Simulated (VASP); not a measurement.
A run of VASP 6.6.1:

File INCAR:

```
ALGO = Normal ; EDIFF = 1E-7
ENCUT = 520 ; GGA = PE
ISIF = 2 ; ISMEAR = 0
LASPH = True ; LCHARG = False
LREAL = False ; LWAVE = False
NBANDS = 16 ; NELM = 100
PREC = Accurate ; SIGMA = 0.05
```

KPOINTS

```
k-points
0
Gamma
  10 10 10
```

The input POSCAR:

```
ZnS
1.0
    0.0000000000      2.6235105000      2.7452197500
    2.6235105000      0.0000000000      2.7452197500
    2.6235105000      2.6235105000      0.0000000000
Zn S
1 1
Direct
    0.0000000000      0.0000000000      0.0000000000
    0.7500000000      0.7500000000      0.7500000000
```

Potentials or basis: VASP PAW PBE potentials, release 64 (Zn, S).

The run is started by

```bash
$ cat potpaw_PBE.64/Zn/POTCAR potpaw_PBE.64/S/POTCAR > POTCAR
$ mpirun -np 1 vasp_std > vasp.out
```

Hardware: 1 thread of AMD EPYC 7R43 64-Core Processor (Zen 3), on a shared host.

Estimate the wall time of this run.

It took 56 s on 1 thread of AMD EPYC 7R43 64-Core Processor (Zen 3), on a shared host, peak memory 0.16 GiB. Counts: scf iterations 13, k points 102.
